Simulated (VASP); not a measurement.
# AlN: single point with PBE

The system is AlN.

```
CELL_PARAMETERS angstrom
0.00000 -2.03532 -2.03532
0.00000 2.03532 -2.03532
4.07063 0.00000 0.00000
ATOMIC_POSITIONS crystal
Al 0.50440 0.49560 0.00003
Al 0.99560 0.00440 0.49997
N 0.52334 0.47666 0.48108
N 0.97666 0.02334 0.01892
```

This cell differs from its parent crystal: mode 10 frozen in at -0.095 Å and mode 12 at -0.077 Å (largest displacements).

```
Program                : VASP 6.6.1
Task                   : single point
Functional             : PBE
Potentials or basis    : VASP PAW PBE potentials, release 64 (Al, N)
Cutoff                 : 600 eV
k mesh                 : 8 × 8 × 6
Occupations            : gaussian, width 0.05 eV
Spin                   : no spin polarisation
Dipole correction      : no
Further INCAR settings : ALGO = Normal; EDIFF = 1e-06; NBANDS = 16
```

```json
{
 "Pressure": "3.4 GPa",
 "Largest force": "2.515 eV/Å",
 "Band gap on the k mesh": "4.17 eV"
}
```

Forces on the atoms (eV/Å):
```
Al  -0.048  0.614  0.000
Al   0.048 -0.614  0.000
N    1.972  1.561  0.000
N   -1.972 -1.561  0.000
```

Stress tensor (GPa, compression positive):
```
 3.36  1.21  0.00
 1.21  7.14  0.00
 0.00  0.00 -0.43
```

Levels at points of the mesh, in eV from the valence-band top:
```
           k point  band 4  band 5  band 6  band 7  band 8  band 9  band 10  band 11  band 12  band 13
(0.00, 0.00, 0.00)   -2.89   -2.82   -0.32   -0.20    0.00    4.55     5.08     5.45    11.38    11.73
(0.50, 0.00, 0.00)   -5.56   -4.51   -3.74   -1.42   -0.98    8.02     8.13     8.50     9.29    10.88
(0.50, 0.50, 0.00)   -7.26   -2.99   -2.95   -2.79   -2.70    4.17     4.39     5.14     5.22    13.80
(0.00, 0.00, 0.50)   -3.71   -1.99   -1.95   -1.44   -1.42    7.02     7.33     7.42     7.43     9.55
(0.50, 0.00, 0.50)   -8.19   -1.22   -1.16   -1.16   -1.04    5.65     5.94    10.21    10.23    10.74
(0.50, 0.50, 0.50)   -5.96   -5.52   -5.38   -3.85   -3.77    7.12     7.27     9.56    10.16    11.56
```

It took 25 s on 1 thread of Intel Xeon 6975P-C, on a shared host, peak memory 0.19 GiB.

Caveat: the cell differs from its parent crystal (mode 10 frozen in at -0.095 Å and mode 12 at -0.077 Å (largest displacements)); forces of over 1 eV/Å act on the atoms, so gaps and moduli don't describe the material at rest. A k mesh can miss the band edges.
